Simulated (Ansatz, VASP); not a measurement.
BaTe: VASP beside Ansatz

```
Ba Te
1.0
     4.93271    0.00000    0.00000
     0.00000    4.93271    0.00000
     0.00000    0.00000    3.55446
Ba Te
1 1
Direct
  0.50000 0.50000 0.00358
  0.00000 0.00000 0.67095
```

Alike in both runs: task relaxation of cell and atoms; functional PBE; k mesh 4 × 4 × 6; occupations gaussian, width 0.1 eV; no spin polarisation.

|  | VASP | Ansatz |
| --- | --- | --- |
| version | VASP 6.6.1 | Ansatz 0.2.0 |
| potentials or method | VASP PAW PBE potentials, release 64 (Ba_sv, Te), cutoff 600 eV | scalar-relativistic, plane waves, PAW |
| valence electrons in the cell | 16 | 26 |

Ansatz gave:

```
gap on the k mesh at the Fermi level, each at its own relaxed structure (eV) : 0.82
relaxed volume (Å³/atom)                                                     : 38.14
relaxed length of the cell vector where the two differ most in proportion (Å)              : 4.230
```

**Question.** Which values does VASP return?

**Answer.** gap on the k mesh at the Fermi level, each at its own relaxed structure (eV): 0.77; relaxed volume (Å³/atom): 38.98; relaxed length of the cell vector where the two differ most in proportion (Å): 4.264.

VASP's potentials hold 16 valence electrons a cell and Ansatz's 26, so a difference there can come from the potentials and not from the codes.

Neither program's run includes spin-orbit coupling.
